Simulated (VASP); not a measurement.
Here is a VASP 6.6.1 calculation.

Contents of POSCAR:

```
CdTe
1.0
    0.0000000000      3.2050000000      3.2050000000
    3.2050000000      0.0000000000      3.2050000000
    3.2050000000      3.2050000000      0.0000000000
Te Cd
1 1
Direct
    0.7500000000      0.7500000000      0.7500000000
    0.0000000000      0.0000000000      0.0000000000
```

INCAR.step1

```
PREC = Accurate ; ENCUT = 550
ISMEAR = -1 ; SIGMA = 0.05
LREAL = False ; LASPH = True
NELM = 120 ; GGA = PE
ALGO = Normal ; EDIFF = 1E-5
LWAVE = True ; LCHARG = False
GGA_COMPAT = False ; IBRION = 2
ISIF = 3 ; EDIFFG = -0.005
NELMIN = 4 ; NSW = 100
```

File INCAR.step2:

```
PREC = Accurate ; ENCUT = 550
EDIFF = 1E-7 ; ISMEAR = -1
SIGMA = 0.05 ; LREAL = False
LASPH = True ; NELM = 120
ALGO = Normal ; ISIF = 3
LWAVE = False ; LCHARG = False
METAGGA = R2SCAN ; LMIXTAU = True
IBRION = 2 ; NSW = 60
EDIFFG = -0.01 ; ISTART = 1
GGA_COMPAT = False ; NELMIN = 4
```

The input KPOINTS:

```
Automatic mesh
0
Gamma
  7 7 7
```

Potentials or basis: VASP PAW PBE potentials, release 64 (Te, Cd).

Run with:

```console
$ cat potpaw_PBE.64/Te/POTCAR potpaw_PBE.64/Cd/POTCAR > POTCAR
$ cp INCAR.step1 INCAR
$ mpirun -np 1 vasp_std > vasp.out
$ cp INCAR.step2 INCAR
$ mpirun -np 1 vasp_std > vasp.out
```

(1) Predict the relaxed volume.

(2) Estimate the space group after relaxing (to 0.05 Å).

(3) Predict the relaxed cell.

(4) What does it give for the band gap on the k mesh?

## Answers

(1) 35.33 Å³/atom.

(2) F-43m (No. 216).

(3) a = 4.640 Å, b = 4.640 Å, c = 4.640 Å, α = 60.00°, β = 60.00°, γ = 60.00°.

(4) 1.15 eV, direct.

Caveat: the PAW data sets were made with another functional, which shifts forces and pressure a little; spin-orbit coupling is left out, which moves the levels of the heavy elements.
